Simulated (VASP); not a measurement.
# B2P3 in VASP: notebook, part 2 of 2

VASP 6.6.1. The steps go on from the part before.

## (3) Single point, PBE

Contents of INCAR:

```
SYSTEM = B2P3
PREC     = Accurate       ! precision mode
ENCUT    = 420            ! plane-wave cutoff, eV
EDIFF    = 1E-6           ! SCF threshold, eV
ISMEAR   = -1             ! smearing method
SIGMA    = 0.2482         ! smearing width, eV
LREAL    = Auto         
LASPH    = .TRUE.         ! aspherical terms in the spheres
NELM     = 120            ! most SCF steps
ALGO     = Normal         ! electronic algorithm
ISIF     = 2              ! what is computed and relaxed
LWAVE    = .FALSE.        ! write WAVECAR
LCHARG   = .FALSE.        ! write CHGCAR
GGA      = PE             ! functional
NBANDS   = 70             ! bands
ISYM     = -1           
GGA_COMPAT= .FALSE.
```

Contents of KPOINTS:

```
explicit points
1
Reciprocal
  0.25000000   0.25000000   0.25000000 1
```

Contents of POSCAR:

```
B2P3
1.0
    7.0141520000      0.0701380000     -0.0048670000
    0.0701380000      7.2226980000      0.0539610000
   -0.0048670000      0.0539610000      7.2453270000
P B
15 10
Direct
    0.2186634181      0.8382434591      0.8894948123
    0.7024978473      0.0408622810      0.7472116976
    0.6149621499      0.5026705599      0.1835424978
    0.2169306542      1.1473033087     -0.1201681901
    0.4600741912      0.1484941914      0.4299145209
    0.9251163573      0.9007269005      0.1121700121
    0.8823194193      0.3022388117      0.8368492050
    0.6211484699      0.7832657573      0.5345132561
    0.1848150956      0.8442738905      0.5228794548
    0.8564492892      0.2312854362      0.4697745106
    0.4750205183      0.8448085821      0.2250468763
    0.2141241185      0.3701584547      0.2944910591
    0.9865112938      0.5413041807      0.4050044995
    0.5162208553      0.3446171903      0.9246568938
    0.1125133606      0.5015428850      0.7746102898
    0.6727586331      0.8534570762      1.0127562109
    0.5356591803      0.5865225869      0.7492155575
    0.6719737985      0.2797471349      0.3068147319
    0.4725583924      0.8254909519     -0.1759446296
    0.1012727219     -0.0275036210      0.3016675462
    0.8516279843      0.6738008586      0.1568058840
    1.0899481357      0.5279957542      0.1114571639
    0.6732351002      0.6804104102      0.8615060451
    0.2406201975      0.0948135133      0.1901930536
    0.8147884662      0.5806459550      0.7418318509
```

Potentials or basis: VASP PAW PBE potentials, release 64 (P, B).

Run with:

```bash
$ cat potpaw_PBE.64/P/POTCAR potpaw_PBE.64/B/POTCAR > POTCAR
$ mpirun -np 1 vasp_std > vasp.out
```

OUTCAR:

```text
SYSTEM = B2P3
   PREC = Accurate
   ENCUT = 420
   EDIFF = 1E-6
   ISMEAR = -1
   LREAL = Auto
   LASPH = .TRUE.
   NELM = 120
   ISIF = 2
   GGA = PE
   ISYM = -1

 ion  position               nearest neighbor table
   1  0.219  0.838  0.889-  19 1.84   4 2.23   6 2.65   9 2.67  15 2.70
   2  0.702  0.041  0.747-  19 2.33  16 2.35   7 2.39   8 2.51  10 2.66  14 2.85   5 2.94
   3  0.615  0.503  0.184-  18 1.87  21 2.10  14 2.32  11 2.66
   4  0.217  0.147  0.880-   1 2.23  24 2.28  14 2.58   7 2.60  15 2.74
   5  0.460  0.148  0.430-  18 1.98  24 2.36  12 2.52  11 2.67  10 2.87   8 2.94   2 2.94
   6  0.925  0.901  0.112-  21 1.75  20 1.93  16 1.95   1 2.65
   7  0.882  0.302  0.837-  25 2.16  15 2.23   2 2.39   4 2.60  14 2.66  10 2.72
   8  0.621  0.783  0.535-  17 2.18  19 2.36  25 2.47  11 2.49  23 2.50   2 2.51   5 2.94
   9  0.185  0.844  0.523-  20 1.92   1 2.67  13 2.76
  10  0.856  0.231  0.470-  18 1.78  13 2.47   2 2.66   7 2.72   5 2.87
  11  0.475  0.845  0.225-  16 2.07  24 2.43   8 2.49   3 2.66   5 2.67
  12  0.214  0.370  0.294-  22 1.93  24 2.14  13 2.16   5 2.52
  13  0.987  0.541  0.405-  12 2.16  21 2.23  22 2.25  10 2.47   9 2.76  15 2.83
  14  0.516  0.345  0.925-  17 2.15   3 2.32   4 2.58   7 2.66   2 2.85
  15  0.113  0.502  0.775-  25 2.17   7 2.23  22 2.46   1 2.70   4 2.74  13 2.83
  16  0.673  0.853  0.013-  23 1.67   6 1.95  19 1.97  21 2.06  11 2.07   2 2.35
  17  0.536  0.587  0.749-  23 1.45  19 1.86  25 1.96  14 2.15   8 2.18
  18  0.672  0.280  0.307-  10 1.78   3 1.87   5 1.98
  19  0.473  0.825  0.824-  23 1.76   1 1.84  17 1.86  16 1.97   2 2.33   8 2.36
  20  0.101  0.972  0.302-  24 1.55   9 1.92   6 1.93
  21  0.852  0.674  0.157-   6 1.75  22 1.99  16 2.06   3 2.10  13 2.23
  22  0.090  0.528  0.111-  12 1.93  21 1.99  13 2.25  15 2.46
  23  0.673  0.680  0.862-  17 1.45  25 1.50  16 1.67  19 1.76   8 2.50
  24  0.241  0.095  0.190-  20 1.55  12 2.14   4 2.28   5 2.36  11 2.43
  25  0.815  0.581  0.742-  23 1.50  17 1.96   7 2.16  15 2.17   8 2.47

IMPORTANT INFORMATION: All symmetrisations will be switched off!
NOSYMM: (Re-)initialisation of all symmetry stuff for point group C_1.

----------------------------------------------------------------------------------------

                                     Primitive cell

  volume of cell :     367.0000

[... 121 lines left out ...]
   LEPSILON=     F    determine dielectric tensor
   LRPA    =     F    only Hartree local field effects (RPA)
 non-spin polarized calculation
  energy-cutoff  :      420.00
  volume of cell :      367.00
 maximum number of plane-waves:      7169
 NGX is ok and might be reduce to    48
   NGX = 23   NGY = 25   NGZ = 25

 number of electron     105.0000002 magnetization

 Free energy of the ion-electron system (eV)
  ---------------------------------------------------
  ext. energy  EPLUGINS =         0.00000000
  ---------------------------------------------------
  free energy    TOTEN  =      -127.99387582 eV

  energy without entropy =     -125.92175231  energy(sigma->0) =     -126.95781406

 E-fermi :   6.0200     XC(G=0): -10.2194

 val. band max:        5.8824868167   @ k =   0.2500   0.2500   0.2500
 cond. band min:       6.0379684906   @ k =   0.2500   0.2500   0.2500
 fundamental gap:      0.1554816738
 Fermi energy:         6.0200263672

 k-point     1 :       0.2500    0.2500    0.2500
  band No.  band energies     occupation
      1      -8.8649      2.00000
      2      -8.0333      2.00000
      3      -7.7063      2.00000
      4      -7.5582      2.00000
      5      -6.9680      2.00000
      6      -6.5701      2.00000
[... 56 lines left out ...]
     63       7.9511      0.00084
     64       8.2330      0.00027
 [bands above 64 left out]

------------------------ aborting loop because EDIFF is reached ----------------------------------------

  FORCE on cell =-STRESS in cart. coord.  units (eV):
  Direction    XX          YY          ZZ          XY          YZ          ZX
  --------------------------------------------------------------------------------------
  -------------------------------------------------------------------------------------
  Total       -1.5041038      2.4178685     -3.1309716     -0.8953031     -0.3205115     -4.8475529
  in kB       -6.5663246     10.5554615    -13.6685886     -3.9085407     -1.3992270    -21.1625064
  external PRESSURE =      -3.2264839 kB  Pullay stress =       0.0000000 kB

 VOLUME and BASIS-vectors are now :
 -----------------------------------------------------------------------------
  energy-cutoff  :      420.00
  volume of cell :      367.00
      direct lattice vectors                 reciprocal lattice vectors
     7.014152000  0.070138000 -0.004867000     0.142582836 -0.001385383  0.000106097
     0.070138000  7.222698000  0.053961000    -0.001385383  0.138473583 -0.001032240
    -0.004867000  0.053961000  7.245327000     0.000106097 -0.001032240  0.138027755

 POSITION                                       TOTAL-FORCE (eV/Angst)
 -----------------------------------------------------------------------------------
      1.58820      6.11771      6.48885        -0.819109      0.221042     -0.441424
      4.92666      0.38473      5.41258        -1.627544     -0.513930     -0.931915
      4.34780      3.68367      1.35396         0.666492      0.761624     -0.442021
      1.52763      1.12662      6.38156         0.188554     -0.065625      2.153468
      3.23535      1.12800      3.12064         0.931734     -0.230329     -1.457877
      6.55154      6.57662      0.85681         0.758731      1.812518     -0.228639
[... 17 lines left out ...]
      1.69347      0.71195      1.38196         1.997597      2.201720     -1.607779
      5.75217      4.29101      5.40218         2.159998     -2.343965     -2.097839
 -----------------------------------------------------------------------------------
    total drift:                               -0.004354     -0.004341     -0.003123

  FREE ENERGIE OF THE ION-ELECTRON SYSTEM (eV)
  ---------------------------------------------------
  free  energy   TOTEN  =      -127.9938758205 eV

  energy  without entropy=     -125.9217523059  energy(sigma->0) =     -126.95781406
```

OSZICAR:

```text
N       E                     dE             d eps       ncg     rms          rms(c)
DAV:   1     0.320774810348E+03    0.32077E+03   -0.39294E+04   140   0.109E+03
DAV:   2    -0.104457747298E+03   -0.42523E+03   -0.40493E+03   168   0.201E+02
DAV:   3    -0.138763604020E+03   -0.34306E+02   -0.33135E+02   184   0.524E+01
DAV:   4    -0.139704142811E+03   -0.94054E+00   -0.93170E+00   176   0.948E+00
DAV:   5    -0.139735522637E+03   -0.31380E-01   -0.31300E-01   184   0.161E+00    0.237E+01
DAV:   6    -0.127875735076E+03    0.11860E+02   -0.48438E+01   194   0.254E+01    0.143E+01
DAV:   7    -0.128088293820E+03   -0.21256E+00   -0.14084E+01   160   0.114E+01    0.760E+00
DAV:   8    -0.128004908892E+03    0.83385E-01   -0.13078E+00   176   0.376E+00    0.304E+00
DAV:   9    -0.127993050936E+03    0.11858E-01   -0.19304E-01   176   0.146E+00    0.107E+00
DAV:  10    -0.127993420478E+03   -0.36954E-03   -0.30257E-02   168   0.556E-01    0.489E-01
DAV:  11    -0.127993686827E+03   -0.26635E-03   -0.59471E-03   176   0.252E-01    0.224E-01
DAV:  12    -0.127993825970E+03   -0.13914E-03   -0.12292E-03   160   0.113E-01    0.813E-02
DAV:  13    -0.127993861819E+03   -0.35849E-04   -0.17672E-04   184   0.437E-02    0.380E-02
DAV:  14    -0.127993869434E+03   -0.76152E-05   -0.28941E-05   168   0.174E-02    0.195E-02
DAV:  15    -0.127993874941E+03   -0.55068E-05   -0.10865E-05   152   0.108E-02    0.590E-03
DAV:  16    -0.127993875821E+03   -0.87984E-06   -0.15488E-06    96   0.420E-03
   1 F= -.12799388E+03 E0= -.12695781E+03  d E =-.207212E+01
```

Run time: 36 s. Hardware: 1 thread of AMD EPYC 7R13 (Zen 3), shared host; peak memory 0.29 GiB.

Results:

```yaml
Free_energy: -127.9939 eV
Pressure: -0.3 GPa
Largest_force: 7.583 eV/Å
Band_gap_on_the_k_mesh: zero (an odd number of electrons rules out a gap without spin polarisation)
```

Forces on the atoms (eV/Å):
```
P   -0.819  0.221 -0.441
P   -1.628 -0.514 -0.932
P    0.666  0.762 -0.442
P    0.189 -0.066  2.153
P    0.932 -0.230 -1.458
P    0.759  1.813 -0.229
P    0.284  0.529  0.156
P   -0.312 -0.726  1.004
P   -0.148 -0.467 -1.108
P    1.475 -0.039  0.750
P   -0.635  0.804 -0.033
P    0.324  0.254 -1.698
P   -0.580  0.630  0.746
P    0.016  0.774 -1.043
P   -1.178  1.047  0.600
B   -0.622  0.895  0.340
B   -2.523 -3.016 -2.861
B   -2.073 -0.196  0.653
B    2.910 -1.124 -0.461
B   -1.722 -0.688  1.851
B    0.179 -5.363  0.675
B   -1.087  0.087 -0.245
B    1.436  4.756  5.730
B    1.998  2.202 -1.608
B    2.160 -2.344 -2.098
```

Caveat: the atoms stand as in a frame of molecular dynamics.
